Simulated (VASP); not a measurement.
Set up this calculation in VASP 6.6.1, as the native input.

```yaml
Task: single point
Functional: PBEsol
Potentials_or_basis: VASP PAW PBE potentials, release 64 (S)
Cutoff: 520 eV
k_mesh: 20 × 20 × 20
Occupations: gaussian, width 0.15 eV
Spin: no spin polarisation
Dipole_correction: no
Further_INCAR_settings: ALGO = Normal; EDIFF = 1e-06; NBANDS = 9
```

The structure of S lies in POSCAR:

```
S
1.0
    0.0000000000      1.9943503440      1.8946328268
    1.9943503440      0.0000000000      1.8946328268
    1.9943503440      1.9943503440      0.0000000000
S
1
Direct
    0.0000000000      0.0000000000      0.0000000000
```

This cell differs from its parent crystal: strain +0.000 along x and y, -0.050 along z.

The input as run:

INCAR

```
ALGO = Normal
EDIFF = 1E-6
ENCUT = 520
GGA = PS
ISIF = 2
ISMEAR = 0
LASPH = True
LCHARG = False
LREAL = False
LWAVE = False
NBANDS = 9
NELM = 100
PREC = Accurate
SIGMA = 0.15
```

KPOINTS

```
k-points
0
Gamma
  20 20 20
```

Potentials or basis: VASP PAW PBE potentials, release 64 (S).

Launch:

```bash
$ cat potpaw_PBE.64/S/POTCAR > POTCAR
$ mpirun -np 1 vasp_std > vasp.out
```

Results of the run:

* Pressure: -0.9 GPa
* Band gap on the k mesh: zero (bands 3 and 4 overlap by 6.55 eV)

Caveat: the cell differs from its parent crystal (strain +0.000 along x and y, -0.050 along z); the PAW data sets were made with another functional, which shifts forces and pressure a little.

Run time: 19 s on 1 thread of Intel(R) Xeon(R) 6975P-C (Granite Rapids), with other jobs on the host, peak memory 0.17 GiB.
